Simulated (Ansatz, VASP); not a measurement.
**Ir in VASP and in Ansatz**

```xyz
1
Lattice="-1.5433 1.5433 1.5433 1.5433 -1.5433 1.5433 1.5433 1.5433 -1.5433" Properties=species:S:1:pos:R:3 pbc="T T T"
Ir    0.0000    0.0000    0.0000
```

Alike in both runs: task relaxation of cell and atoms; functional r2SCAN; k mesh 18 × 18 × 18; occupations gaussian, width 0.1 eV; no spin polarisation.

```csv
,VASP,Ansatz
version,VASP 6.6.1,Ansatz 0.2.0
potentials or method,"VASP PAW PBE potentials, release 64 (Ir), cutoff 600 eV","scalar-relativistic, plane waves, PAW"
valence electrons in the cell,9,17
```

```csv
,VASP,Ansatz,Ansatz less VASP
"gap on the k mesh at the Fermi level, each at its own relaxed structure (eV)",none,none,-
relaxed volume (Å³/atom),14.82,14.72,-0.102
relaxed cell length with the largest relative difference (Å),2.680,2.674,-0.0062
```

VASP's potentials were made for PBE, not for r2SCAN. A gap of «none» marks a metal or a gap that the smearing closes. VASP's potentials hold 9 valence electrons a cell and Ansatz's 17, so a difference there can come from the potentials and not from the codes.

Neither program's run includes spin-orbit coupling.
